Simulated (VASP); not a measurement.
# WC (WC type) (P-6m2) in VASP: notebook

The runs below take WC (WC type) through density of states, with PBE.

Program: VASP 6.6.1. These are calculated values, not measurements. Logs are shortened: lines on timing, memory, paths and dates and some standing lists are left out, and cuts for length are marked.

**1. The cell of the first run**

It takes space group P-6m2 (No. 187, hexagonal). Conventional cell: a = 2.359 Å, b = 2.359 Å, c = 2.403 Å, α = 90.00°, β = 90.00°, γ = 120.00°. Within 2.4 Å of W (site symmetry -6m2) lie 6 C at 1.82 Å and 6 W at 2.36 Å. Within 2.4 Å of C (site symmetry -6m2) lie 6 W at 1.82 Å and 6 C at 2.36 Å.

**2. Density of states, PBE (volume scaled by 0.55)**

POSCAR reads:

```
WC
1.0
    2.3586785892      0.0000000000      0.0000000000
   -1.1793392946      2.0426755776      0.0000000000
    0.0000000000      0.0000000000      2.4031003959
W C
1 1
Direct
    0.0000000000      0.0000000000      0.0000000000
    0.3333333333      0.6666666667      0.5000000000
```

INCAR.step1 reads:

```
SYSTEM = WC
PREC     = Accurate       ! precision mode
ENCUT    = 520            ! plane-wave cutoff, eV
EDIFF    = 1E-7           ! SCF threshold, eV
ISMEAR   = -1             ! smearing method
SIGMA    = 0.1            ! smearing width, eV
LREAL    = .False.        ! projectors in reciprocal space
LASPH    = .True.         ! aspherical terms in the spheres
NELM     = 80             ! most SCF steps
ALGO     = Normal         ! electronic algorithm
ISIF     = 2              ! what is computed and relaxed
LWAVE    = .False.        ! write WAVECAR
LCHARG   = .True.         ! write CHGCAR
LMAXMIX  = 4              ! l up to which the mixer works
GGA      = PE             ! functional
NBANDS   = 16             ! bands
```

KPOINTS.step1 reads:

```
Automatic mesh
0
Gamma
  17 17 15
  0 0 0
```

INCAR.step2 reads:

```
SYSTEM = WC
PREC     = Accurate       ! precision mode
ENCUT    = 520            ! plane-wave cutoff, eV
EDIFF    = 1E-7           ! SCF threshold, eV
ISMEAR   = -5             ! smearing method
SIGMA    = 0.1            ! smearing width, eV
LREAL    = .False.        ! projectors in reciprocal space
LASPH    = .True.         ! aspherical terms in the spheres
NELM     = 80             ! most SCF steps
ALGO     = Normal         ! electronic algorithm
ISIF     = 2              ! what is computed and relaxed
LWAVE    = .False.        ! write WAVECAR
LCHARG   = .False.        ! write CHGCAR
LMAXMIX  = 4              ! l up to which the mixer works
GGA      = PE             ! functional
LORBIT   = 10             ! projections on sites
NEDOS    = 1001           ! points of the DOS
ICHARG   = 11             ! starting density
```

KPOINTS.step2 reads:

```
Automatic mesh
0
Gamma
  26 26 23
  0 0 0
```

Potentials or basis: VASP PAW PBE potentials, release 64 (W_sv, C).

Command:

```bash
cat potpaw_PBE.64/W_sv/POTCAR potpaw_PBE.64/C/POTCAR > POTCAR
cp INCAR.step1 INCAR
cp KPOINTS.step1 KPOINTS
mpirun -np 1 vasp_std > vasp.out
cp INCAR.step2 INCAR
cp KPOINTS.step2 KPOINTS
mpirun -np 1 vasp_std > vasp.out
```

OUTCAR:

```text
SYSTEM = WC
   PREC = Accurate
   ENCUT = 520
   EDIFF = 1E-7
   ISMEAR = -5
   LREAL = .False.
   LASPH = .True.
   NELM = 80
   ISIF = 2
   GGA = PE
   LORBIT = 10
   ICHARG = 11

 ion  position               nearest neighbor table
   1  0.000  0.000  0.000-   2 1.82   2 1.82   2 1.82   2 1.82   2 1.82   2 1.82
   2  0.333  0.667  0.500-   1 1.82   1 1.82   1 1.82   1 1.82   1 1.82   1 1.82

  LATTYP: Found a hexagonal cell.
 ALAT       =     2.3586785892
 C/A-ratio  =     1.0188333446

  Lattice vectors:

 A1 = (   2.3586785892,   0.0000000000,   0.0000000000)
 A2 = (  -1.1793392946,   2.0426755776,   0.0000000000)
 A3 = (   0.0000000000,   0.0000000000,   2.4031003959)

Analysis of symmetry for initial positions (statically):
=====================================================================
 Subroutine PRICEL returns:
 Original cell was already a primitive cell.

 Routine SETGRP: Setting up the symmetry group for a
 hexagonal supercell.

 Subroutine GETGRP returns: Found 12 space group operations
 (whereof 12 operations were pure point group operations)
 out of a pool of 24 trial point group operations.

The static configuration has the point symmetry D_3h.

Analysis of symmetry for dynamics (positions and initial velocities):
=====================================================================
 Subroutine PRICEL returns:
 Original cell was already a primitive cell.

 Routine SETGRP: Setting up the symmetry group for a
 hexagonal supercell.

 Subroutine GETGRP returns: Found 12 space group operations
 (whereof 12 operations were pure point group operations)
 out of a pool of 24 trial point group operations.

The dynamic configuration has the point symmetry D_3h.

 Subroutine INISYM returns: Found 12 space group operations
 (whereof 12 operations are pure point group operations),
 and found     1 'primitive' translations

----------------------------------------------------------------------------------------

                                     Primitive cell

  volume of cell :      11.5782

  direct lattice vectors                    reciprocal lattice vectors
     2.358678589  0.000000000  0.000000000     0.423966201  0.244777000  0.000000000
    -1.179339295  2.042675578  0.000000000     0.000000000  0.489554000  0.000000000
     0.000000000  0.000000000  2.403100396     0.000000000  0.000000000  0.416129098

  length of vectors
     2.358678589  2.358678589  2.403100396     0.489554000  0.489554000  0.416129098

  position of ions in fractional coordinates (direct lattice)
     0.000000000  0.000000000  0.000000000
     0.333333333  0.666666667  0.500000000
[... 93 lines left out ...]
   EFERMI =   0.00;   METHOD = LEGACY
   ISMEAR =    -5;   SIGMA  =   0.10  broadening in eV -4-tet -1-fermi 0-gaus
   EFERMI_NEDOS =   21; number of points for ismear=-14 and -15
   IALGO  =     38    algorithm
   IMIX   =      4    mixing-type and parameters
     AMIX     =   0.40;   BMIX     =  1.00
     AMIX_MAG =   1.60;   BMIX_MAG =  1.00
  volume/ion in A,a.u.               =       5.79        39.07
  Fermi-wavevector in a.u.,A,eV,Ry     =   1.896498  3.583861 48.936119  3.596703
  Thomas-Fermi vector in A             =   2.936500
   LORBIT       =     10    0 simple, 1 ext, 2 COOP (PROOUT), +10 PAW based schemes
   GGA     = PE    functional components
   LHFCALC =     F    Hartree Fock is set to
   AEXX    =    0.0000 exact exchange contribution
   IVDW    =     0    specifies the selected vdW correction
   LEPSILON=     F    determine dielectric tensor
   LRPA    =     F    only Hartree local field effects (RPA)
 non-spin polarized calculation
 Fermi weights with tetrahedron method with Bloechl corrections
  energy-cutoff  :      520.00
  volume of cell :       11.58
 maximum number of plane-waves:       327
 NGX is ok and might be reduce to    18

 number of electron      17.9999999 magnetization

 Free energy of the ion-electron system (eV)
  ---------------------------------------------------
  ext. energy  EPLUGINS =         0.00000000
  ---------------------------------------------------
  free energy    TOTEN  =        -8.36832100 eV

  energy without entropy =       -8.36832100  energy(sigma->0) =       -8.36832100

 E-fermi :  22.3170     XC(G=0): -17.3551

 val. band max:       22.3469506672   @ k =   0.4231  -0.0000   0.3043
 cond. band min:      22.1814699186   @ k =   0.3846   0.1923   0.0000
 fundamental gap:     -0.1654807486
 Fermi energy:        22.3169860226

 k-point     1 :       0.0000    0.0000    0.0000
  band No.  band energies     occupation
      1     -52.3736      2.00000
      2     -16.1469      2.00000
      3     -14.7420      2.00000
      4     -14.7420      2.00000
      5       2.8397      2.00000
      6      12.4272      2.00000
      7      15.1948      2.00000
      8      15.1948      2.00000
      9      22.0040      2.00000
     10      28.2050      0.00000
     11      28.2050      0.00000
     12      30.2953      0.00000
     13      30.7128      0.00000
[... 354 lines left out ...]
  band No.  band energies     occupation
      1     -51.6314      2.00000
      2     -19.8198      2.00000
      3     -15.9942      2.00000
      4     -15.2087      2.00000
      5       6.8861      2.00000
      6      11.5620      2.00000
      7      13.9712      2.00000
      8      16.1079      2.00000
      9      20.9348      2.00000
     10      25.5640      0.00000
     11      28.9628      0.00000
     12      31.2036      0.00000
     13      32.0033      0.00000

 [... further k-points ...]
[... 5 lines left out ...]
  --------------------------------------------------------------------------------------
  -------------------------------------------------------------------------------------
  Total       56.6628658     56.6628658     56.5536466      0.0000000     -0.0000000      0.0000000
  in kB     7840.9564484   7840.9564483   7825.8427958      0.0000000     -0.0000000      0.0000000
  external PRESSURE =    7835.9185642 kB  Pullay stress =       0.0000000 kB

 VOLUME and BASIS-vectors are now :
 -----------------------------------------------------------------------------
  energy-cutoff  :      520.00
  volume of cell :       11.58
      direct lattice vectors                 reciprocal lattice vectors
     2.358678589  0.000000000  0.000000000     0.423966201  0.244777000  0.000000000
    -1.179339295  2.042675578  0.000000000     0.000000000  0.489554000  0.000000000
     0.000000000  0.000000000  2.403100396     0.000000000  0.000000000  0.416129098

 POSITION                                       TOTAL-FORCE (eV/Angst)
 -----------------------------------------------------------------------------------
      0.00000      0.00000      0.00000        -0.000000      0.000000      0.000000
     -0.00000      1.36178      1.20155         0.000000     -0.000000      0.000000
 -----------------------------------------------------------------------------------
    total drift:                               -0.000024      0.000014     -0.000000

  FREE ENERGIE OF THE ION-ELECTRON SYSTEM (eV)
  ---------------------------------------------------
  free  energy   TOTEN  =        -8.3683210009 eV

  energy  without entropy=       -8.3683210009  energy(sigma->0) =       -8.36832100

 total charge

# of ion       s       p       d       tot
------------------------------------------
    1        2.625   7.127   5.180  14.932
    2        1.015   2.192   0.000   3.207
--------------------------------------------------
tot          3.640   9.319   5.180  18.138
```

OUTCAR.step1:

```text
SYSTEM = WC
   PREC = Accurate
   ENCUT = 520
   EDIFF = 1E-7
   ISMEAR = -1
   LREAL = .False.
[... 679 lines left out ...]
      0.00000      0.00000      0.00000        -0.000000     -0.000000      0.000000
     -0.00000      1.36178      1.20155         0.000000      0.000000      0.000000
 -----------------------------------------------------------------------------------
    total drift:                               -0.000000      0.000000     -0.000000

  FREE ENERGIE OF THE ION-ELECTRON SYSTEM (eV)
  ---------------------------------------------------
  free  energy   TOTEN  =        -8.3726316087 eV

  energy  without entropy=       -8.3662154269  energy(sigma->0) =       -8.36942352
```

Wall time 3.1 min (1 thread of Intel Xeon 8259CL, shared host); peak memory 0.28 GiB.

Caveat: the cell differs from its parent crystal (volume scaled by 0.55); spin-orbit coupling is left out, which moves the levels of the heavy elements; tetrahedron occupations give inexact forces and stress in metals.

**3. Density of states, PBE**

This run uses another cell than the first one, of 10.53 Å³/atom, 1.818 times its volume.

POSCAR reads:

```
WC
1.0
    2.9223597844      0.0000000000      0.0000000000
   -1.4611798922      2.5308378122      0.0000000000
    0.0000000000      0.0000000000      2.8462915895
W C
1 1
Direct
    0.0000000000      0.0000000000      0.0000000000
    0.3333333333      0.6666666667      0.5000000000
```

INCAR.step1 reads:

```
SYSTEM = WC
ALGO = Normal
EDIFF = 1E-6
ENCUT = 520
GGA = PE
ISIF = 2
ISMEAR = -1
LASPH = .TRUE.
LCHARG = .TRUE.
LMAXMIX = 4
LREAL = .FALSE.
LWAVE = .FALSE.
NBANDS = 16
NELM = 100
PREC = Accurate
SIGMA = 0.1
```

KPOINTS.step1 reads:

```
k-points
0
G
  17 17 15
  0 0 0
```

INCAR.step2 reads:

```
SYSTEM = WC
ALGO = Normal
EDIFF = 1E-6
ENCUT = 520
GGA = PE
ICHARG = 11
ISIF = 2
ISMEAR = -5
LASPH = .TRUE.
LCHARG = .FALSE.
LMAXMIX = 4
LORBIT = 11
LREAL = .FALSE.
LWAVE = .FALSE.
NBANDS = 16
NEDOS = 1001
NELM = 100
PREC = Accurate
SIGMA = 0.1
```

KPOINTS.step2 reads:

```
k-points
0
G
  26 26 23
  0 0 0
```

Potentials or basis: VASP PAW PBE potentials, release 64 (W_sv, C).

Command:

```bash
cat potpaw_PBE.64/W_sv/POTCAR potpaw_PBE.64/C/POTCAR > POTCAR
cp INCAR.step1 INCAR
cp KPOINTS.step1 KPOINTS
mpirun -np 1 vasp_std > vasp.out
cp INCAR.step2 INCAR
cp KPOINTS.step2 KPOINTS
mpirun -np 1 vasp_std > vasp.out
```

OUTCAR:

```text
SYSTEM = WC
   EDIFF = 1E-6
   ENCUT = 520
   GGA = PE
   ICHARG = 11
   ISIF = 2
   ISMEAR = -5
   LASPH = .TRUE.
   LORBIT = 11
   LREAL = .FALSE.
   NELM = 100
   PREC = Accurate

 ion  position               nearest neighbor table
   1  0.000  0.000  0.000-   2 2.21   2 2.21   2 2.21   2 2.21   2 2.21   2 2.21
   2  0.333  0.667  0.500-   1 2.21   1 2.21   1 2.21   1 2.21   1 2.21   1 2.21

  LATTYP: Found a hexagonal cell.
 ALAT       =     2.9223597844
 C/A-ratio  =     0.9739702841

  Lattice vectors:

 A1 = (   2.9223597844,   0.0000000000,   0.0000000000)
[... 650 lines left out ...]
  Total        0.0906657      0.0906657      0.1498492      0.0000000      0.0000000     -0.0000000
  in kB        6.9004314      6.9004314     11.4047982      0.0000000      0.0000000     -0.0000000
  external PRESSURE =       8.4018870 kB  Pullay stress =       0.0000000 kB

 VOLUME and BASIS-vectors are now :
 -----------------------------------------------------------------------------
  energy-cutoff  :      520.00
  volume of cell :       21.05
      direct lattice vectors                 reciprocal lattice vectors
     2.922359784  0.000000000  0.000000000     0.342189215  0.197563035  0.000000000
    -1.461179892  2.530837812  0.000000000     0.000000000  0.395126071  0.000000000
     0.000000000  0.000000000  2.846291589     0.000000000  0.000000000  0.351334348

 POSITION                                       TOTAL-FORCE (eV/Angst)
 -----------------------------------------------------------------------------------
      0.00000      0.00000      0.00000         0.000000     -0.000000      0.000000
     -0.00000      1.68723      1.42315        -0.000000      0.000000      0.000000
 -----------------------------------------------------------------------------------
    total drift:                                0.000004     -0.000003     -0.000000

  FREE ENERGIE OF THE ION-ELECTRON SYSTEM (eV)
  ---------------------------------------------------
  free  energy   TOTEN  =       -22.4489395952 eV

  energy  without entropy=      -22.4489395952  energy(sigma->0) =      -22.44893960

 total charge

# of ion       s       p       d       tot
------------------------------------------
    1        2.345   6.415   3.378  12.137
    2        0.853   1.565   0.000   2.418
--------------------------------------------------
tot          3.198   7.980   3.378  14.555
```

OUTCAR.step1:

```text
SYSTEM = WC
   EDIFF = 1E-6
   ENCUT = 520
   GGA = PE
   ISIF = 2
   ISMEAR = -1
   LASPH = .TRUE.
[... 678 lines left out ...]
      0.00000      0.00000      0.00000        -0.000000      0.000000      0.000000
     -0.00000      1.68723      1.42315         0.000000     -0.000000      0.000000
 -----------------------------------------------------------------------------------
    total drift:                               -0.000000      0.000000     -0.000000

  FREE ENERGIE OF THE ION-ELECTRON SYSTEM (eV)
  ---------------------------------------------------
  free  energy   TOTEN  =       -22.4540061657 eV

  energy  without entropy=      -22.4441483898  energy(sigma->0) =      -22.44907728
```

Run time: 4.4 min. Hardware: 1 thread of Intel Xeon 8259CL, shared host; peak memory 0.41 GiB.

Results:

```
Valence electrons inside the program's atomic spheres : W 12.14; C 2.42
```

Caveat: spin-orbit coupling is left out, which moves the levels of the heavy elements; tetrahedron occupations give inexact forces and stress in metals.

**4. Density of states, PBE**

This run uses another cell than the first one, of 10.53 Å³/atom, 1.818 times its volume.

POSCAR is that of step 3.

INCAR.step1 reads:

```
  PREC = Accurate
  ENCUT = 520
  EDIFF = 1E-6
  ISMEAR = -1
  SIGMA = 0.1
  LREAL = False
  LASPH = True
  NELM = 80
  ALGO = Normal
  ISIF = 2
  LWAVE = False
  LCHARG = True
  LMAXMIX = 4
  GGA = PE
  NBANDS = 16
```

KPOINTS.step1 reads:

```
Automatic mesh
0
Gamma
  17 17 15
```

INCAR.step2 reads:

```
  PREC = Accurate
  ENCUT = 520
  EDIFF = 1E-6
  ISMEAR = -5
  SIGMA = 0.1
  LREAL = False
  LASPH = True
  NELM = 80
  ALGO = Normal
  ISIF = 2
  LWAVE = False
  LCHARG = False
  LMAXMIX = 4
  GGA = PE
  LORBIT = 11
  NEDOS = 1001
  ICHARG = 11
```

KPOINTS.step2 reads:

```
Automatic mesh
0
Gamma
  26 26 23
```

Command:

```bash
cat potpaw_PBE.64/W_sv/POTCAR potpaw_PBE.64/C/POTCAR > POTCAR
cp INCAR.step1 INCAR
cp KPOINTS.step1 KPOINTS
mpirun -np 1 vasp_std > vasp.out
cp INCAR.step2 INCAR
cp KPOINTS.step2 KPOINTS
mpirun -np 1 vasp_std > vasp.out
```

Wall time 3.4 min (1 thread of Intel Xeon 8259CL, shared host); peak memory 0.38 GiB.

Results (log left out):

* Valence electrons inside the program's atomic spheres: W 12.14; C 2.42

Levels at points of the mesh, in eV from the Fermi level:
| k point | band 5 | band 6 | band 7 | band 8 | band 9 | band 10 | band 11 | band 12 | band 13 |
| --- | --- | --- | --- | --- | --- | --- | --- | --- | --- |
| (0.00, 0.00, 0.00) | -14.32 | -4.21 | -3.27 | -3.27 | 0.12 | 3.19 | 3.19 | 5.57 | 5.57 |
| (0.50, 0.00, 0.00) | -11.03 | -6.95 | -3.51 | -3.48 | -0.45 | 2.33 | 4.45 | 4.79 | 6.80 |

Caveat: spin-orbit coupling is left out, which moves the levels of the heavy elements; tetrahedron occupations give inexact forces and stress in metals.
